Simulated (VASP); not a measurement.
# GaP (I-4m2) in VASP: further runs

GaP is run at these levels: LDA; tasks: single point.

Program: VASP 6.6.1. These are calculated values, not measurements. Logs are shortened: lines on timing, memory, paths and dates and some standing lists are left out, and cuts for length are marked.

### 1 The cell of the first run

Symmetry: I-4m2, No. 119, tetragonal system. The conventional cell has a = 3.931 Å, b = 3.931 Å, c = 5.450 Å, α = 90.00°, β = 90.00°, γ = 90.00°. Ga (site symmetry -4m2) has 4 P at 2.39 Å within 3.2 Å. Within 3.2 Å of P (site symmetry -4m2) lie 4 Ga at 2.39 Å.

### 2 Single point, LDA (equal xx and yy strain of +2 %)

Contents of INCAR:

```
SYSTEM = GaP
  PREC = Accurate
  ENCUT = 520
  EDIFF = 1E-6
  ISMEAR = -1
  SIGMA = 0.05
  LREAL = .False.
  LASPH = .True.
  NELM = 80
  ALGO = Normal
  ISIF = 2
  LWAVE = .False.
  LCHARG = .False.
  NBANDS = 16
```

Contents of KPOINTS:

```
regular mesh
0
Gamma
  10 10 10
  0 0 0
```

Contents of POSCAR:

```
GaP
1.0
    0.0000000000      2.7797550000      2.7252500000
    2.7797550000      0.0000000000      2.7252500000
    2.7797550000      2.7797550000      0.0000000000
Ga P
1 1
Direct
    0.0000000000      0.0000000000      0.0000000000
    0.7500000000      0.7500000000      0.7500000000
```

Potentials or basis: VASP PAW LDA potentials, release 64 (Ga_d, P).

Command:

```sh
cat potpaw_LDA.64/Ga_d/POTCAR potpaw_LDA.64/P/POTCAR > POTCAR
mpirun -np 1 vasp_std > vasp.out
```

OUTCAR:

```text
SYSTEM = GaP
   PREC = Accurate
   ENCUT = 520
   EDIFF = 1E-6
   ISMEAR = -1
   LREAL = .False.
   LASPH = .True.
   NELM = 80
   ISIF = 2

 ion  position               nearest neighbor table
   1  0.000  0.000  0.000-   2 2.39   2 2.39   2 2.39   2 2.39
   2  0.750  0.750  0.750-   1 2.39   1 2.39   1 2.39   1 2.39

  LATTYP: Found a body centered tetragonal cell.
 ALAT       =     3.9311672211
 C/A-ratio  =     1.3864838847

  Lattice vectors:

 A1 = (   0.0000000000,  -2.7797550000,  -2.7252500000)
 A2 = (   0.0000000000,   2.7797550000,  -2.7252500000)
 A3 = (   2.7797550000,   0.0000000000,   2.7252500000)

Analysis of symmetry for initial positions (statically):
=====================================================================
 Subroutine PRICEL returns:
 Original cell was already a primitive cell.

 Routine SETGRP: Setting up the symmetry group for a
 body centered tetragonal supercell.

 Subroutine GETGRP returns: Found  8 space group operations
 (whereof  8 operations were pure point group operations)
 out of a pool of 16 trial point group operations.

The static configuration has the point symmetry D_2d.

Analysis of symmetry for dynamics (positions and initial velocities):
=====================================================================
 Subroutine PRICEL returns:
 Original cell was already a primitive cell.

 Routine SETGRP: Setting up the symmetry group for a
 body centered tetragonal supercell.

 Subroutine GETGRP returns: Found  8 space group operations
 (whereof  8 operations were pure point group operations)
 out of a pool of 16 trial point group operations.

The dynamic configuration has the point symmetry D_2d.

 Subroutine INISYM returns: Found  8 space group operations
 (whereof  8 operations are pure point group operations),
 and found     1 'primitive' translations

----------------------------------------------------------------------------------------

                                     Primitive cell

  volume of cell :      42.1162

  direct lattice vectors                    reciprocal lattice vectors
     0.000000000  2.779755000  2.725250000    -0.179871967  0.179871967  0.183469406
     2.779755000  0.000000000  2.725250000     0.179871967 -0.179871967  0.183469406
     2.779755000  2.779755000  0.000000000     0.179871967  0.179871967 -0.183469406

  length of vectors
     3.892817158  3.892817158  3.931167221     0.313638123  0.313638123  0.313638123

  position of ions in fractional coordinates (direct lattice)
     0.000000000  0.000000000  0.000000000
     0.750000000  0.750000000  0.750000000

  ion indices of the primitive-cell ions
   primitive index   ion index
                 1           1
                 2           2

----------------------------------------------------------------------------------------

 KPOINTS: regular mesh

Automatic generation of k-mesh.
 Grid dimensions read from file:
 generate k-points for:   10   10   10

 Generating k-lattice:

  Cartesian coordinates                     Fractional coordinates (reciprocal lattice)
    -0.017987197  0.017987197  0.018346941     0.100000000  0.000000000  0.000000000
     0.017987197 -0.017987197  0.018346941     0.000000000  0.100000000  0.000000000
     0.017987197  0.017987197 -0.018346941     0.000000000  0.000000000  0.100000000

  Length of vectors
     0.031363812  0.031363812  0.031363812

  Shift w.r.t. Gamma in fractional coordinates (k-lattice)
     0.000000000  0.000000000  0.000000000

 Subroutine IBZKPT returns following result:
 ===========================================

 Found    102 irreducible k-points:

 Following reciprocal coordinates:
            Coordinates               Weight
  0.000000  0.000000  0.000000      1.000000
  0.100000  0.000000  0.000000      8.000000
  0.200000  0.000000  0.000000      8.000000
  0.300000  0.000000  0.000000      8.000000
  0.400000  0.000000  0.000000      8.000000
  0.500000  0.000000  0.000000      4.000000
[... 16 lines left out ...]
  0.300000  0.300000  0.000000      2.000000
  0.400000  0.300000  0.000000      8.000000
 [... further k-points ...]
   k-points           NKPTS =    102   k-points in BZ     NKDIM =    102   number of bands    NBANDS=     16
   number of dos      NEDOS =    301   number of ions     NIONS =      2
   total plane-waves  NPLWV =  27000
   dimension x,y,z NGX =    30 NGY =   30 NGZ =   30
   dimension x,y,z NGXF=    60 NGYF=   60 NGZF=   60
   ions per type =               1   1
   NGX,Y,Z   is equivalent  to a cutoff of  12.81, 12.81, 12.69 a.u.
   NGXF,Y,Z  is equivalent  to a cutoff of  25.62, 25.62, 25.37 a.u.
 SYSTEM =  GaP
   PREC   = accura    normal or accurate (medium, high low for compatibility)
   ISTART =      0    job   : 0-new  1-cont  2-samecut
   ICHARG =      2    charge: 1-file 2-atom 10-const
   ISPIN  =      1    spin polarized calculation?
   LNONCOLLINEAR =      F non collinear calculations
   LSORBIT =      F    spin-orbit coupling
   LASPH  =      T    aspherical Exc in radial PAW
   ENCUT  =  520.0 eV  38.22 Ry    6.18 a.u.   7.24  7.24  7.31*2*pi/ulx,y,z
   NELM   =     80;   NELMIN=  2; NELMDL= -5     # of ELM steps
   EDIFF  = 0.1E-05   stopping-criterion for ELM
   LREAL  =      F    real-space projection
   EDIFFG = 0.1E-04   stopping-criterion for IOM
   NSW    =      0    number of steps for IOM
   IBRION =     -1    ionic relax: 0-MD 1-quasi-New 2-CG
   NFREE  =      0    steps in history (QN), initial steepest desc. (CG)
   ISIF   =      2    stress and relaxation
   ISYM   =      2    0-nonsym 1-usesym 2-fastsym
   POTIM  = 0.5000    time-step for ionic-motion
   TEBEG  =    0.0;   TEEND  =   0.0 temperature during run
   PSTRESS=    0.0 pullay stress
   NELECT =      18.0000    total number of electrons
   NUPDOWN=      -1.0000    fix difference up-down
   EMIN   =  10.00;   EMAX   =-10.00  energy-range for DOS
   EFERMI =   0.00;   METHOD = LEGACY
   ISMEAR =    -1;   SIGMA  =   0.05  broadening in eV -4-tet -1-fermi 0-gaus
   EFERMI_NEDOS =   21; number of points for ismear=-14 and -15
   IALGO  =     38    algorithm
   IMIX   =      4    mixing-type and parameters
     AMIX     =   0.40;   BMIX     =  1.00
     AMIX_MAG =   1.60;   BMIX_MAG =  1.00
  volume/ion in A,a.u.               =      21.06       142.11
  Fermi-wavevector in a.u.,A,eV,Ry     =   1.233150  2.330315 20.689817  1.520659
  Thomas-Fermi vector in A             =   2.367892
   LORBIT       =      0    0 simple, 1 ext, 2 COOP (PROOUT), +10 PAW based schemes
   GGA     = CA    functional components
   LHFCALC =     F    Hartree Fock is set to
   AEXX    =    0.0000 exact exchange contribution
   IVDW    =     0    specifies the selected vdW correction
   LEPSILON=     F    determine dielectric tensor
   LRPA    =     F    only Hartree local field effects (RPA)
 non-spin polarized calculation
  energy-cutoff  :      520.00
  volume of cell :       42.12
 maximum number of plane-waves:      1162
 NGX is ok and might be reduce to    30
   NGX = 15   NGY = 15   NGZ = 15

 number of electron      18.0000005 magnetization

 Free energy of the ion-electron system (eV)
  ---------------------------------------------------
  ext. energy  EPLUGINS =         0.00000000
  ---------------------------------------------------
  free energy    TOTEN  =       -10.39834404 eV

  energy without entropy =      -10.39834402  energy(sigma->0) =      -10.39834403

 E-fermi :   4.7837     XC(G=0):  -9.9897

 val. band max:        4.1745220767   @ k =   0.0000   0.0000   0.0000
 cond. band min:       5.4154351414   @ k =   0.0000   0.0000   0.0000
 fundamental gap:      1.2409130647
 Fermi energy:         4.7837205888

 k-point     1 :       0.0000    0.0000    0.0000
  band No.  band energies     occupation
      1     -10.5376      2.00000
      2     -10.5376      2.00000
      3     -10.5322      2.00000
      4     -10.4507      2.00000
      5     -10.4477      2.00000
      6      -8.1134      2.00000
[... 8 lines left out ...]
     15      13.6697      0.00000
     16      14.0117      0.00000

 k-point     2 :       0.1000    0.0000    0.0000
  band No.  band energies     occupation
      1     -10.5430      2.00000
      2     -10.5349      2.00000
      3     -10.5309      2.00000
      4     -10.4508      2.00000
      5     -10.4476      2.00000
      6      -7.9900      2.00000
[... 8 lines left out ...]
     15      13.2156      0.00000
     16      13.5007      0.00000

 k-point     3 :       0.2000    0.0000    0.0000
  band No.  band energies     occupation
      1     -10.5595      2.00000
      2     -10.5284      2.00000
      3     -10.5249      2.00000
      4     -10.4507      2.00000
      5     -10.4468      2.00000
      6      -7.6315      2.00000
[... 8 lines left out ...]
     15      12.9965      0.00000
     16      13.8216      0.00000

 k-point     4 :       0.3000    0.0000    0.0000
  band No.  band energies     occupation
      1     -10.5791      2.00000
      2     -10.5216      2.00000
      3     -10.5183      2.00000
      4     -10.4493      2.00000
      5     -10.4446      2.00000
      6      -7.0824      2.00000
[... 8 lines left out ...]
     15      13.2975      0.00000
     16      13.5408      0.00000
[... 324 lines left out ...]
 k-point    22 :      -0.2000    0.2000    0.0000
  band No.  band energies     occupation
      1     -10.5841      2.00000
      2     -10.5171      2.00000
      3     -10.5130      2.00000
      4     -10.4497      2.00000
      5     -10.4476      2.00000
      6      -6.9042      2.00000
[... 8 lines left out ...]
     15      14.9537      0.00000
     16      15.7448      0.00000

 k-point    23 :       0.3000    0.3000    0.0000
  band No.  band energies     occupation
      1     -10.6026      2.00000
      2     -10.5009      2.00000
      3     -10.5009      2.00000
      4     -10.4703      2.00000
      5     -10.4344      2.00000
      6      -6.6915      2.00000
[... 8 lines left out ...]
     15      15.0463      0.00000
     16      17.4201      0.00000

 k-point    24 :       0.4000    0.3000    0.0000
  band No.  band energies     occupation
      1     -10.6133      2.00000
      2     -10.4954      2.00000
      3     -10.4939      2.00000
      4     -10.4729      2.00000
      5     -10.4323      2.00000
      6      -6.1901      2.00000
[... 8 lines left out ...]
     15      15.7351      0.00000
     16      17.4582      0.00000

 [... further k-points ...]

------------------------ aborting loop because EDIFF is reached ----------------------------------------

  FORCE on cell =-STRESS in cart. coord.  units (eV):
  Direction    XX          YY          ZZ          XY          YZ          ZX
  --------------------------------------------------------------------------------------
  -------------------------------------------------------------------------------------
  Total       -1.5701113     -1.5701113     -1.1837463      0.0000000     -0.0000000      0.0000000
  in kB      -59.7298811    -59.7298811    -45.0318532      0.0000000     -0.0000000      0.0000000
  external PRESSURE =     -54.8305385 kB  Pullay stress =       0.0000000 kB

 VOLUME and BASIS-vectors are now :
 -----------------------------------------------------------------------------
  energy-cutoff  :      520.00
  volume of cell :       42.12
      direct lattice vectors                 reciprocal lattice vectors
     0.000000000  2.779755000  2.725250000    -0.179871967  0.179871967  0.183469406
     2.779755000  0.000000000  2.725250000     0.179871967 -0.179871967  0.183469406
     2.779755000  2.779755000  0.000000000     0.179871967  0.179871967 -0.183469406

 POSITION                                       TOTAL-FORCE (eV/Angst)
 -----------------------------------------------------------------------------------
      0.00000      0.00000      0.00000        -0.000000     -0.000000      0.000000
      4.16963      4.16963      4.08788         0.000000      0.000000      0.000000
 -----------------------------------------------------------------------------------
    total drift:                                0.000000      0.000000     -0.000000

  FREE ENERGIE OF THE ION-ELECTRON SYSTEM (eV)
  ---------------------------------------------------
  free  energy   TOTEN  =       -10.3983440428 eV

  energy  without entropy=      -10.3983440175  energy(sigma->0) =      -10.39834403
```

Run time: 1.8 min. Hardware: 1 thread of Intel Xeon 8259CL, shared host; peak memory 0.2 GiB.

What came out:

```yaml
Free_energy: -10.3983 eV
Pressure: -5.5 GPa
Band_gap_on_the_k_mesh: 1.24 eV
```

Stress tensor (GPa, compression positive):
```
-5.97  0.00  0.00
 0.00 -5.97  0.00
 0.00  0.00 -4.50
```

Levels at points of the mesh, in eV from the valence-band top:
```csv
k point,band 7,band 8,band 9,band 10,band 11,band 12
"(0.00, 0.00, 0.00)",-0.11,-0.11,0.00,1.24,3.70,3.75
"(0.50, 0.00, 0.00)",-6.56,-1.22,-1.06,1.32,4.50,4.65
"(0.50, 0.50, 0.00)",-6.64,-2.73,-2.73,1.42,1.52,10.08
"(0.50, 0.00, 0.50)",-6.77,-2.60,-2.59,1.55,1.71,10.05
```

Caveat: the cell differs from its parent crystal (equal xx and yy strain of +2 %); the cell stands under tension. A k mesh can miss the band edges.

### 3 Single point, LDA (equal xx and yy strain of +3 %)

Contents of INCAR:

```
PREC     = Accurate       # precision mode
ENCUT    = 520            # plane-wave cutoff, eV
EDIFF    = 1E-7           # SCF threshold, eV
ISMEAR   = -1             # smearing method
SIGMA    = 0.05           # smearing width, eV
LREAL    = F              # projectors in reciprocal space
LASPH    = T              # aspherical terms in the spheres
NELM     = 60             # most SCF steps
ALGO     = Normal         # electronic algorithm
ISIF     = 2              # what is computed and relaxed
LWAVE    = F              # write WAVECAR
LCHARG   = F              # write CHGCAR
GGA      = CA             # functional
NBANDS   = 16             # bands
```

Contents of KPOINTS:

```
regular mesh
0
Gamma
  10 10 10
```

Contents of POSCAR:

```
GaP
1.0
    0.0000000000      2.8070075000      2.7252500000
    2.8070075000      0.0000000000      2.7252500000
    2.8070075000      2.8070075000      0.0000000000
Ga P
1 1
Direct
    0.0000000000      0.0000000000      0.0000000000
    0.7500000000      0.7500000000      0.7500000000
```

Potentials or basis: VASP PAW LDA potentials, release 64 (Ga_d, P).

Command:

```sh
cat potpaw_LDA.64/Ga_d/POTCAR potpaw_LDA.64/P/POTCAR > POTCAR
mpirun -np 1 vasp_std > vasp.out
```

It took 1.9 min on 1 thread of Intel Xeon 8259CL, shared host; peak memory 0.2 GiB.

It converged, with:

```yaml
Free_energy: -10.3639 eV
Pressure: -6.6 GPa
Band_gap_on_the_k_mesh: 1.05 eV
```

Stress tensor (GPa, compression positive):
```
-7.36  0.00  0.00
 0.00 -7.36  0.00
 0.00  0.00 -5.22
```

Levels at points of the mesh, in eV from the valence-band top:
| k point | band 5 | band 6 | band 7 | band 8 | band 9 | band 10 | band 11 | band 12 | band 13 | band 14 |
| --- | --- | --- | --- | --- | --- | --- | --- | --- | --- | --- |
| (0.00, 0.00, 0.00) | -14.63 | -12.18 | -0.15 | -0.15 | 0.00 | 1.05 | 3.66 | 3.73 | 3.73 | 8.13 |
| (0.50, 0.00, 0.00) | -14.62 | -10.28 | -6.49 | -1.26 | -1.03 | 1.22 | 4.43 | 4.66 | 7.83 | 10.11 |
| (0.50, 0.50, 0.00) | -14.61 | -9.37 | -6.55 | -2.74 | -2.74 | 1.39 | 1.44 | 9.90 | 9.90 | 10.50 |
| (0.50, 0.00, 0.50) | -14.62 | -9.48 | -6.73 | -2.55 | -2.53 | 1.57 | 1.72 | 9.83 | 9.89 | 10.24 |

Caveat: the cell differs from its parent crystal (equal xx and yy strain of +3 %); the cell stands under tension. A k mesh can miss the band edges.
